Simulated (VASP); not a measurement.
Input of a VASP 6.6.1 run:

Contents of INCAR:

```
ALGO = Normal ; EDIFF = 1E-7
ENCUT = 520 ; GGA = PS
ISIF = 2 ; ISMEAR = 0
LASPH = T ; LCHARG = F
LREAL = F ; LWAVE = F
NBANDS = 16 ; NELM = 100
PREC = Accurate ; SIGMA = 0.05
```

Contents of KPOINTS:

```
k-points
0
Gamma
  8 8 8
```

File POSCAR:

```
ZnS
1.0
    0.0000000000      2.5665067957      2.5665067957
    2.5665067957      0.0000000000      2.5665067957
    2.5665067957      2.5665067957      0.0000000000
Zn S
1 1
Direct
    0.2500000000      0.2500000000      0.2500000000
    0.0000000000      0.0000000000      0.0000000000
```

Potentials or basis: VASP PAW PBE potentials, release 64 (Zn, S).

Launch:

```sh
$ cat potpaw_PBE.64/Zn/POTCAR potpaw_PBE.64/S/POTCAR > POTCAR
$ mpirun -np 1 vasp_std > vasp.out
```

Q: Predict the band gap on the k mesh.

A: 2.67 eV, direct.

Q: Predict the pressure.

A: 13.7 GPa.

Caveat: the PAW data sets were made with another functional, which shifts forces and pressure a little. A k mesh can miss the band edges.
